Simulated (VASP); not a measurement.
Runs of VASP 6.6.1 on CaSe. The structure is that of space group Fm-3m (No. 225), or close to it. The cells are those of the table. 

```tsv
level	cell	smearing	gap on the mesh (eV)	pressure (GPa)
PBE	a = 4.173, b = 4.173, c = 4.149 Å, angles 60.2, 60.2, 59.6°, 2 atoms	fermi-dirac 0.02 eV	1.99	2.0
r2SCAN	a = 4.216 Å, angles 60.0°, 2 atoms	gaussian 0.01 eV	2.55	-0.5
PBE	a = 4.216 Å, angles 60.0°, 2 atoms	fermi-dirac 0.02 eV	(c)	(b)
r2SCAN	a = 4.173, b = 4.173, c = 4.149 Å, angles 60.2, 60.2, 59.6°, 2 atoms	gaussian 0.01 eV	2.46	(a)
```

Alike in all rows: task single point; potentials or basis VASP PAW PBE potentials, release 64 (Ca_sv, Se); no spin polarisation; k mesh 8 × 8 × 8; cutoff (eV) 520.

Problem. Estimate the missing entries.

Solution. (a) 1.5; (b) 0.1; (c) 2.08.

Caveats: the PAW data sets were made with another functional, which shifts forces and pressure a little (at least some runs).

A k mesh can miss the band edges, and the runs leave out spin-orbit coupling on Se.
